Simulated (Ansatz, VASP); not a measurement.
# La3HfO: VASP beside Ansatz

```
La Hf O
1.0
     6.64754    0.00000    0.00000
    -3.32377    5.75694    0.00000
     0.00000    0.00000    3.93647
La Hf O
3 1 1
Direct
  0.50000 0.00000 0.00000
  0.00000 0.50000 0.00000
  0.50000 0.50000 0.00000
  0.00000 0.00000 0.50000
  0.00000 0.00000 0.00000
```

Alike in both runs: functional PBE; k mesh 6 × 6 × 10; occupations gaussian, width 0.1 eV; no spin polarisation.

Ansatz relaxed the structure, and its values are those at the end. VASP's run is a single point on that final structure, the one shown.

|  | VASP | Ansatz |
| --- | --- | --- |
| version | VASP 6.6.1 | Ansatz 0.2.0 |
| potentials or method | VASP PAW PBE potentials, release 64 (La, Hf_pv, O), cutoff 520 eV | scalar-relativistic, plane waves, PAW |
| valence electrons in the cell | 49 | 65 |

Ansatz gave:

```
gap on the k mesh at the Fermi level (eV) : none
pressure (GPa)                            : 0.0
```

Task: Estimate VASP's values.

Result: gap on the k mesh at the Fermi level (eV): none; pressure (GPa): -0.2.

A gap of «none» marks a metal or a gap that the smearing closes. The functional is the same, so the differences come from potentials, cutoffs and numerics. VASP's potentials hold 49 valence electrons a cell and Ansatz's 65, so a difference there can come from the potentials and not from the codes.

Neither program's run includes spin-orbit coupling.
